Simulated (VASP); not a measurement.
# Si3Br (P-6m2) in VASP: a series of runs

Si3Br is run at these levels: PBE; tasks: relaxation of cell and atoms, single point.

Everything below comes from runs of VASP 6.6.1. Logs are shortened: lines on timing, memory, paths and dates and some standing lists are left out, and cuts for length are marked.

### 1 The cell of the first run

Symmetry: P-6m2, No. 187, hexagonal system. Conventional cell: a = 3.554 Å, b = 3.554 Å, c = 7.267 Å, α = 90.00°, β = 90.00°, γ = 120.00°. Si (site symmetry -6m2) has 6 Si at 2.48 Å within 3.3 Å. Within 3.3 Å of Si (site symmetry 3m) lie 4 Si at 2.48 to 2.80 Å and 3 Br at 3.03 Å. Within 4.0 Å of Br (site symmetry -6m2) lie 8 Si at 3.03 to 3.63 Å and 6 Br at 3.55 Å.

### 2 Relaxation of cell and atoms, PBE

Input file INCAR:

```
  ALGO = Normal
  EDIFF = 1E-7
  EDIFFG = -0.04
  ENCUT = 600
  GGA = PE
  IBRION = 2
  ISIF = 3
  ISMEAR = 0
  LASPH = T
  LCHARG = F
  LREAL = F
  LWAVE = F
  NELM = 100
  NSW = 90
  PREC = Accurate
  SIGMA = 0.1
```

Input file KPOINTS:

```
k-points
0
Gamma
  6 6 4
```

Input file POSCAR:

```
Si3Br
1.0
    3.5538866497      0.0000000000      0.0000000000
   -1.7769433249      3.0777561208      0.0000000000
    0.0000000000      0.0000000000      7.2671783344
Si Br
3 1
Direct
    0.0000000000      0.0000000000      0.0000000000
    0.6666666667      0.3333333333      0.8073928106
    0.6666666667      0.3333333333      0.1926071894
    0.0000000000      0.0000000000      0.5000000000
```

Potentials or basis: VASP PAW PBE potentials, release 64 (Si, Br).

Command:

```
cat potpaw_PBE.64/Si/POTCAR potpaw_PBE.64/Br/POTCAR > POTCAR
mpirun -np 1 vasp_std > vasp.out
```

OUTCAR:

```text
EDIFF = 1E-7
   EDIFFG = -0.04
   ENCUT = 600
   GGA = PE
   IBRION = 2
   ISIF = 3
   ISMEAR = 0
   LASPH = T
   LREAL = F
   NELM = 100
   NSW = 90
   PREC = Accurate

 ion  position               nearest neighbor table
   1  0.000  0.000  0.000-   2 2.48   3 2.48   2 2.48   3 2.48   2 2.48   3 2.48
   2  0.667  0.333  0.807-   1 2.48   1 2.48   1 2.48   3 2.80
   3  0.667  0.333  0.193-   1 2.48   1 2.48   1 2.48   2 2.80
   4  0.000  0.000  0.500-

  LATTYP: Found a hexagonal cell.
 ALAT       =     3.5538866497
 C/A-ratio  =     2.0448537195

  Lattice vectors:

 A1 = (   3.5538866497,   0.0000000000,   0.0000000000)
 A2 = (  -1.7769433249,   3.0777561208,   0.0000000000)
 A3 = (   0.0000000000,   0.0000000000,   7.2671783344)

Analysis of symmetry for initial positions (statically):
=====================================================================
 Subroutine PRICEL returns:
 Original cell was already a primitive cell.

 Routine SETGRP: Setting up the symmetry group for a
 hexagonal supercell.

 Subroutine GETGRP returns: Found 12 space group operations
 (whereof 12 operations were pure point group operations)
 out of a pool of 24 trial point group operations.

The static configuration has the point symmetry D_3h.

Analysis of symmetry for dynamics (positions and initial velocities):
=====================================================================
 Subroutine PRICEL returns:
 Original cell was already a primitive cell.

 Routine SETGRP: Setting up the symmetry group for a
 hexagonal supercell.

 Subroutine GETGRP returns: Found 12 space group operations
 (whereof 12 operations were pure point group operations)
 out of a pool of 24 trial point group operations.

The dynamic configuration has the point symmetry D_3h.

 Subroutine INISYM returns: Found 12 space group operations
 (whereof 12 operations are pure point group operations),
 and found     1 'primitive' translations

----------------------------------------------------------------------------------------

                                     Primitive cell

  volume of cell :      79.4884

  direct lattice vectors                    reciprocal lattice vectors
     3.553886650  0.000000000  0.000000000     0.281382075  0.162456017  0.000000000
    -1.776943325  3.077756121  0.000000000     0.000000000  0.324912034  0.000000000
     0.000000000  0.000000000  7.267178334     0.000000000  0.000000000  0.137604990

  length of vectors
     3.553886650  3.553886650  7.267178334     0.324912034  0.324912034  0.137604990
[... 75 lines left out ...]
   ISPIN  =      1    spin polarized calculation?
   LNONCOLLINEAR =      F non collinear calculations
   LSORBIT =      F    spin-orbit coupling
   LASPH  =      T    aspherical Exc in radial PAW
   ENCUT  =  600.0 eV  44.10 Ry    6.64 a.u.   7.10  7.10 14.51*2*pi/ulx,y,z
   NELM   =    100;   NELMIN=  2; NELMDL= -5     # of ELM steps
   EDIFF  = 0.1E-06   stopping-criterion for ELM
   LREAL  =      F    real-space projection
   EDIFFG = -.4E-01   stopping-criterion for IOM
   NSW    =     90    number of steps for IOM
   IBRION =      2    ionic relax: 0-MD 1-quasi-New 2-CG
   NFREE  =      1    steps in history (QN), initial steepest desc. (CG)
   ISIF   =      3    stress and relaxation
   ISYM   =      2    0-nonsym 1-usesym 2-fastsym
   POTIM  = 0.5000    time-step for ionic-motion
   TEBEG  =    0.0;   TEEND  =   0.0 temperature during run
   PSTRESS=    0.0 pullay stress
   NELECT =      19.0000    total number of electrons
   NUPDOWN=      -1.0000    fix difference up-down
   EMIN   =  10.00;   EMAX   =-10.00  energy-range for DOS
   EFERMI =   0.00;   METHOD = LEGACY
   ISMEAR =     0;   SIGMA  =   0.10  broadening in eV -4-tet -1-fermi 0-gaus
   EFERMI_NEDOS =   21; number of points for ismear=-14 and -15
   IALGO  =     38    algorithm
   IMIX   =      4    mixing-type and parameters
     AMIX     =   0.40;   BMIX     =  1.00
     AMIX_MAG =   1.60;   BMIX_MAG =  1.00
  volume/ion in A,a.u.               =      19.87       134.10
  Fermi-wavevector in a.u.,A,eV,Ry     =   1.015995  1.919952 14.044553  1.032246
  Thomas-Fermi vector in A             =   2.149313
   LORBIT       =      0    0 simple, 1 ext, 2 COOP (PROOUT), +10 PAW based schemes
   GGA     = PE    functional components
   LHFCALC =     F    Hartree Fock is set to
   AEXX    =    0.0000 exact exchange contribution
   IVDW    =     0    specifies the selected vdW correction
   LEPSILON=     F    determine dielectric tensor
   LRPA    =     F    only Hartree local field effects (RPA)
 conjugate gradient relaxation of ions
 non-spin polarized calculation
 Gauss-broadening in eV      SIGMA  =   0.10
  energy-cutoff  :      600.00
  volume of cell :       79.49
 maximum number of plane-waves:      2676
   NGX = 15   NGY = 15   NGZ = 29

--------------------------------------- Ionic step        1  -------------------------------------------

 number of electron      19.0000000 magnetization

 Free energy of the ion-electron system (eV)
  ---------------------------------------------------
  ext. energy  EPLUGINS =         0.00000000
  ---------------------------------------------------
  free energy    TOTEN  =       -16.32761976 eV

  energy without entropy =      -16.31421199  energy(sigma->0) =      -16.32091587

------------------------ aborting loop because EDIFF is reached ----------------------------------------

  FORCE on cell =-STRESS in cart. coord.  units (eV):
  Direction    XX          YY          ZZ          XY          YZ          ZX
  --------------------------------------------------------------------------------------
  -------------------------------------------------------------------------------------
  Total        0.4903452      0.4903452     -0.2106434     -0.0000000     -0.0000000      0.0000000
  in kB        9.8834579      9.8834579     -4.2457542     -0.0000000     -0.0000000      0.0000000
  external PRESSURE =       5.1737205 kB  Pullay stress =       0.0000000 kB
[... 253 lines left out ...]
--------------------------------------- Ionic step        8  -------------------------------------------

 number of electron      18.9999999 magnetization

 Free energy of the ion-electron system (eV)
  ---------------------------------------------------
  ext. energy  EPLUGINS =         0.00000000
  ---------------------------------------------------
  free energy    TOTEN  =       -16.34172177 eV

  energy without entropy =      -16.32811779  energy(sigma->0) =      -16.33491978

 E-fermi :   5.6804     XC(G=0):  -9.8000

 val. band max:        5.6758602051   @ k =   0.3333   0.1667   0.2500
 cond. band min:       5.8149947805   @ k =   0.3333   0.0000   0.2500
 fundamental gap:      0.1391345754
 Fermi energy:         5.6803732949

 k-point     1 :       0.0000    0.0000    0.0000
  band No.  band energies     occupation
      1      -9.9379      2.00000
      2      -6.5194      2.00000
      3      -3.1551      2.00000
      4       2.7728      2.00000
      5       3.0236      2.00000
      6       4.0915      2.00000
      7       4.0915      2.00000
      8       5.5412      1.95097
      9       5.5412      1.95097
     10       7.8930      0.00000
     11       8.8130      0.00000
     12       8.8870      0.00000
     13       8.8870      0.00000
[... 349 lines left out ...]
  FREE ENERGIE OF THE ION-ELECTRON SYSTEM (eV)
  ---------------------------------------------------
  free  energy   TOTEN  =       -16.3417217655 eV

  energy  without entropy=      -16.3281177885  energy(sigma->0) =      -16.33491978

 reached required accuracy - stopping structural energy minimisation
```

OSZICAR:

```text
N       E                     dE             d eps       ncg     rms          rms(c)
DAV:   1     0.670047841120E+02    0.67005E+02   -0.80650E+03   546   0.130E+03
DAV:   2    -0.106195980705E+02   -0.77624E+02   -0.74937E+02   677   0.183E+02
DAV:   3    -0.165661228765E+02   -0.59465E+01   -0.58171E+01   732   0.464E+01
[... 73 lines left out ...]
DAV:   4    -0.163417234513E+02    0.68879E-05   -0.14416E-05   659   0.320E-02    0.149E-02
DAV:   5    -0.163417213759E+02    0.20754E-05   -0.11242E-05   606   0.211E-02    0.688E-03
DAV:   6    -0.163417215222E+02   -0.14631E-06   -0.74182E-07   601   0.571E-03    0.362E-03
DAV:   7    -0.163417217523E+02   -0.23017E-06   -0.68123E-08   313   0.214E-03    0.411E-04
DAV:   8    -0.163417217655E+02   -0.13115E-07   -0.28453E-08   318   0.114E-03
   8 F= -.16341722E+02 E0= -.16334920E+02  d E =-.119264E-02
```

Wall time 76 s (1 thread of Intel Xeon Platinum 8488C (Sapphire Rapids), shared host); peak memory 0.21 GiB.

What came out:

- Free energy: -16.3417 eV
- Relaxed volume: 20.22 Å³/atom
- Relaxed cell: a = 3.602 Å, b = 3.602 Å, c = 7.198 Å, α = 90.00°, β = 90.00°, γ = 120.00°
- Space group after relaxing (to 0.05 Å): P-6m2 (No. 187)
- Energy gained by relaxing: 3.5 meV/atom
- Ionic steps: 8
- Pressure after relaxing: 0.1 GPa
- Largest force after relaxing: 0.021 eV/Å

Forces in eV/Å, atoms in the order of the input:
```
Si   0.000  0.000  0.000
Si   0.000  0.000  0.021
Si   0.000  0.000 -0.021
Br   0.000  0.000  0.000
```

Step by step:
| step | energy change (eV) | largest force (eV/Å) | pressure (GPa) | volume (Å³) |
| --- | --- | --- | --- | --- |
| 1 | 0.0000 | 0.0728 | 0.52 | 79.49 |
| 2 | -0.0057 | 0.1408 | 0.10 | 80.23 |
| 3 | -0.0096 | 0.2053 | -0.71 | 81.82 |
| 4 | -0.0100 | 0.2141 | -0.45 | 81.29 |
| 5 | -0.0129 | 0.0922 | -0.23 | 81.28 |
| 6 | -0.0129 | 0.0822 | -0.22 | 81.28 |
| 7 | -0.0138 | 0.0499 | -0.05 | 81.07 |
| 8 | -0.0141 | 0.0205 | 0.11 | 80.88 |

Final structure:
```
CELL_PARAMETERS angstrom
3.60208 0.00000 0.00000
-1.80104 3.11949 0.00000
0.00000 0.00000 7.19791
ATOMIC_POSITIONS crystal
Si 0.00000 0.00000 0.00000
Si 0.66667 0.33333 0.81049
Si 0.66667 0.33333 0.18951
Br 0.00000 0.00000 0.50000
```

Caveat: an odd number of electrons without spin polarisation forces a metal; a magnetic or distorted state may lie lower.

### 3 Single point, PBE

This run uses another cell than the first one, of 20.14 Å³/atom, 1.013 times its volume.

Input file INCAR:

```
  PREC = Accurate
  ENCUT = 520
  EDIFF = 1E-6
  ISMEAR = 0
  SIGMA = 0.1
  LREAL = F
  LASPH = T
  NELM = 100
  ALGO = Normal
  ISIF = 2
  LWAVE = F
  LCHARG = T
  GGA = PE
  LELF = T
  LVHAR = T
  NBANDS = 18
```

Input file KPOINTS:

```
regular mesh
0
Gamma
  12 12 8
```

Input file POSCAR:

```
Si3Br
1.0
    3.5922687165      0.0000000000      0.0000000000
   -1.7961343582      3.1109959657      0.0000000000
    0.0000000000      0.0000000000      7.2068486087
Si Br
3 1
Direct
    0.0000000000      0.0000000000      0.0000000000
    0.6666666667      0.3333333333      0.8104873675
    0.6666666667      0.3333333333      0.1895126325
    0.0000000000      0.0000000000      0.5000000000
```

Potentials or basis: VASP PAW PBE potentials, release 64 (Si, Br).

Command:

```
cat potpaw_PBE.64/Si/POTCAR potpaw_PBE.64/Br/POTCAR > POTCAR
mpirun -np 1 vasp_std > vasp.out
```

Run time: 74 s. Hardware: 1 thread of Intel Xeon Platinum 8488C (Sapphire Rapids), shared host; peak memory 0.26 GiB.

It converged, with:

```yaml
Free_energy: -16.3970 eV
Pressure: 0.0 GPa
Largest_force: 0.014 eV/Å
```

Forces on the atoms (eV/Å):
```
Si   0.000  0.000  0.000
Si   0.000  0.000  0.014
Si   0.000  0.000 -0.014
Br   0.000  0.000  0.000
```

Levels at points of the mesh, in eV from the Fermi level:
```
           k point  band 7  band 8  band 9  band 10  band 11  band 12  band 13  band 14
(0.00, 0.00, 0.00)   -1.56   -0.09   -0.09     2.30     3.17     3.25     3.25     3.36
(0.50, 0.00, 0.00)   -2.78   -1.60   -1.30    -0.20     1.07     1.47     2.95     3.38
(0.00, 0.00, 0.50)   -0.27   -0.27    0.84     1.20     2.60     3.41     3.41     3.42
(0.50, 0.00, 0.50)   -2.55   -2.40   -2.22    -1.19     0.73     2.16     2.56     4.71
```

Caveat: an odd number of electrons without spin polarisation forces a metal; a magnetic or distorted state may lie lower.

### 4 Relaxation of cell and atoms, PBE

This run uses another cell than the first one, of 20.30 Å³/atom, 1.022 times its volume.

Input file INCAR:

```
PREC = Accurate ; ENCUT = 600
EDIFF = 1E-6 ; ISMEAR = 0
SIGMA = 0.1 ; LREAL = False
LASPH = True ; NELM = 80
ALGO = Normal ; ISIF = 3
LWAVE = False ; LCHARG = False
GGA = PE ; IBRION = 2
NSW = 100 ; EDIFFG = -0.01
```

Input file KPOINTS:

```
Automatic mesh
0
Gamma
  12 12 8
```

Input file POSCAR:

```
Si3Br
1.0
    3.6070044157      0.0000000000      0.0000000000
   -1.8035022078      3.1237574556      0.0000000000
    0.0000000000      0.0000000000      7.2081785400
Si Br
3 1
Direct
    0.0000000000      0.0000000000      0.0000000000
    0.6666666667      0.3333333333      0.8106322769
    0.6666666667      0.3333333333      0.1893677231
    0.0000000000      0.0000000000      0.5000000000
```

Command:

```
cat potpaw_PBE.64/Si/POTCAR potpaw_PBE.64/Br/POTCAR > POTCAR
mpirun -np 1 vasp_std > vasp.out
```

Run time: 3.9 min. Hardware: 1 thread of Intel Xeon Platinum 8488C (Sapphire Rapids), shared host; peak memory 0.31 GiB.

Results (log left out):

- Free energy: -16.3972 eV
- Relaxed volume: 20.14 Å³/atom
- Relaxed cell: a = 3.592 Å, b = 3.592 Å, c = 7.209 Å, α = 90.00°, β = 90.00°, γ = 120.00°
- Space group after relaxing (to 0.05 Å): P-6m2 (No. 187)
- Energy gained by relaxing: 0.3 meV/atom
- Ionic steps: 6
- Pressure after relaxing: 0.0 GPa

Step by step:
```
step  energy change (eV)  largest force (eV/Å)  pressure (GPa)  volume (Å³)
   1              0.0000                0.0161           -0.43        81.22
   2             -0.0012                0.0137            0.01        80.58
   3             -0.0012                0.0152            0.02        80.55
   4             -0.0012                0.0183            0.06        80.49
   5             -0.0012                0.0163            0.04        80.53
   6             -0.0012                0.0016            0.00        80.55
```

Final structure:
```cif
data_structure
_symmetry_space_group_name_H-M 'P 1'
_symmetry_Int_Tables_number 1
_cell_length_a 3.5921
_cell_length_b 3.5921
_cell_length_c 7.2089
_cell_angle_alpha 90.000
_cell_angle_beta 90.000
_cell_angle_gamma 120.000
_cell_volume 80.55
loop_
_atom_site_label
_atom_site_type_symbol
_atom_site_fract_x
_atom_site_fract_y
_atom_site_fract_z
_atom_site_occupancy
Si1 Si 0.00000 0.00000 0.00000 1
Si2 Si 0.66667 0.33333 0.81064 1
Si3 Si 0.66667 0.33333 0.18936 1
Br1 Br 0.00000 0.00000 0.50000 1
```

Levels at points of the mesh, in eV from the Fermi level:
| k point | band 6 | band 7 | band 8 | band 9 | band 10 | band 11 | band 12 | band 13 |
| --- | --- | --- | --- | --- | --- | --- | --- | --- |
| (0.00, 0.00, 0.00) | -1.55 | -1.55 | -0.10 | -0.10 | 2.30 | 3.17 | 3.26 | 3.26 |
| (0.50, 0.00, 0.00) | -4.49 | -2.78 | -1.60 | -1.30 | -0.20 | 1.07 | 1.47 | 2.95 |
| (0.00, 0.00, 0.50) | -1.47 | -0.27 | -0.27 | 0.84 | 1.20 | 2.59 | 3.41 | 3.41 |
| (0.50, 0.00, 0.50) | -3.70 | -2.55 | -2.39 | -2.22 | -1.19 | 0.73 | 2.16 | 2.56 |

Caveat: an odd number of electrons without spin polarisation forces a metal; a magnetic or distorted state may lie lower.

### 5 The runs side by side

| task | cell | k mesh | cutoff (eV) | gap on the mesh (eV) | pressure (GPa) | relaxed volume (Å³/atom) | largest force (eV/Å) |
| --- | --- | --- | --- | --- | --- | --- | --- |
| relaxation of cell and atoms | relaxed from a = 3.554, b = 3.554, c = 7.267 Å, angles 90.0, 90.0, 120.0°, 4 atoms | 6 × 6 × 4 | 600 | none | 0.1 | 20.22 | 0.02 |
| single point | a = 3.592, b = 3.592, c = 7.207 Å, angles 90.0, 90.0, 120.0°, 4 atoms | 12 × 12 × 8 | 520 | none | 0.0 | - | 0.01 |
| relaxation of cell and atoms | relaxed from a = 3.607, b = 3.607, c = 7.208 Å, angles 90.0, 90.0, 120.0°, 4 atoms | 12 × 12 × 8 | 600 | none | 0.0 | 20.14 | - |

Alike in all rows: level PBE; potentials or basis VASP PAW PBE potentials, release 64 (Si, Br); no spin polarisation; smearing gaussian 0.1 eV.

Caveats: an odd number of electrons without spin polarisation forces a metal; a magnetic or distorted state may lie lower.

Total energies depend on the potentials used, so only differences within one code and one set of settings carry meaning.
